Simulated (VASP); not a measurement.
Input of a VASP 6.6.1 run:

Contents of INCAR:

```
SYSTEM = SrTiO3
PREC = Accurate
ENCUT = 520
EDIFF = 1E-8
ISMEAR = 0
SIGMA = 0.01
LREAL = .False.
LASPH = .True.
NELM = 100
ALGO = Normal
ISIF = 2
LWAVE = .False.
LCHARG = .False.
GGA = PE
LEFG = .True.
NBANDS = 28
```

KPOINTS

```
Automatic mesh
0
Gamma
  8 8 8
  0 0 0
```

The input POSCAR:

```
SrTiO3
1.0
    3.9364041143      0.0000000000      0.0000000000
    0.0000000000      3.9364041143      0.0000000000
    0.0000000000      0.0000000000      3.9364041143
Sr Ti O
1 1 3
Direct
    0.5000000000      0.5000000000      0.5000000000
    0.0000000000      0.0000000000      0.0000000000
    0.5000000000      0.0000000000      0.0000000000
    0.0000000000      0.5000000000      0.0000000000
    0.0000000000      0.0000000000      0.5000000000
```

Potentials or basis: VASP PAW PBE potentials, release 64 (Sr_sv, Ti_sv, O).

The run is started by

```bash
$ cat potpaw_PBE.64/Sr_sv/POTCAR potpaw_PBE.64/Ti_sv/POTCAR potpaw_PBE.64/O/POTCAR > POTCAR
$ mpirun -np 1 vasp_std > vasp.out
```

(1) What does it give for the pressure?

(2) Predict the band gap on the k mesh.

Results:

(1) 0.6 GPa.

(2) 1.81 eV, indirect (least direct gap 2.18 eV).

Caveat: without QUAD_EFG the Cq values of the log hold for a quadrupole moment of 1 mb, not for the nuclei.
